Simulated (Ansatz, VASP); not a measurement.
**Two plane-wave programs on HfC**

File INCAR:

```
  PREC = Accurate
  ENCUT = 520
  EDIFF = 1E-8
  ISMEAR = -1
  SIGMA = 0.05
  LREAL = F
  LASPH = T
  NELM = 60
  ALGO = Normal
  ISIF = 2
  LWAVE = F
  LCHARG = F
  GGA = PS
  LEFG = T
  NBANDS = 14
```

KPOINTS

```
regular mesh
0
Gamma
  15 15 15
```

POSCAR

```
HfC
1.0
   -0.0697500000      2.2901250000      2.2901250000
    2.2901250000     -0.0697500000      2.2901250000
    2.2901250000      2.2901250000     -0.0697500000
Hf C
1 1
Direct
    0.5000000000      0.5000000000      0.5000000000
    0.0000000000      0.0000000000      0.0000000000
```

Input for Ansatz:

```yaml
crystal:
  lattice:
    - [-0.06975, 2.290125, 2.290125]
    - [2.290125, -0.06975, 2.290125]
    - [2.290125, 2.290125, -0.06975]
  atoms:
    - { symbol: Hf, position: [0.5, 0.5, 0.5] }
    - { symbol: C, position: [0.0, 0.0, 0.0] }
kpoints:
  mp_grid: { grid: [15, 15, 15] }
scf:
  occupations: { method: fermi_dirac, width: 0.05 }
hamiltonian:
  xc: pbesol
  pseudopotentials: { kind: paw }
output:
  forces: true
  stress: true
  eigenvalues: true
  efg: { contact_densities: true }
```

Change from the starting cell: equal xy, yz and zx shear strains of -3 %, PAW files.

Alike in both runs: task electric field gradients; functional PBEsol; k mesh 15 × 15 × 15; occupations fermi-dirac, width 0.05 eV; no spin polarisation.

|  | VASP | Ansatz |
| --- | --- | --- |
| version | VASP 6.6.1 | Ansatz 0.2.0 |
| potentials or method | VASP PAW PBE potentials, release 64 (Hf_pv, C) | PAW with Ansatz's default frozen-core files, scalar-relativistic |
| plane-wave cutoff (eV) | 520 | 420 |
| valence electrons in the cell | 14 | 30 |

|  | VASP | Ansatz | Ansatz less VASP |
| --- | --- | --- | --- |
| pressure (GPa) | -6.8 | -6.4 | +0.44 |
| traceless stress, the component that is largest in VASP (GPa) | 4.79 | 4.79 | -0.002 |
| size of Vzz on the site where it differs most (V/Å²) | 6.9 | 9.6 | +2.68 |

VASP's potentials were made for PBE, not for PBEsol. The functional is the same, so the differences come from potentials, cutoffs and numerics. VASP's potentials hold 14 valence electrons a cell and Ansatz's 30, so a difference there can come from the potentials and not from the codes.

Neither program's run includes spin-orbit coupling.
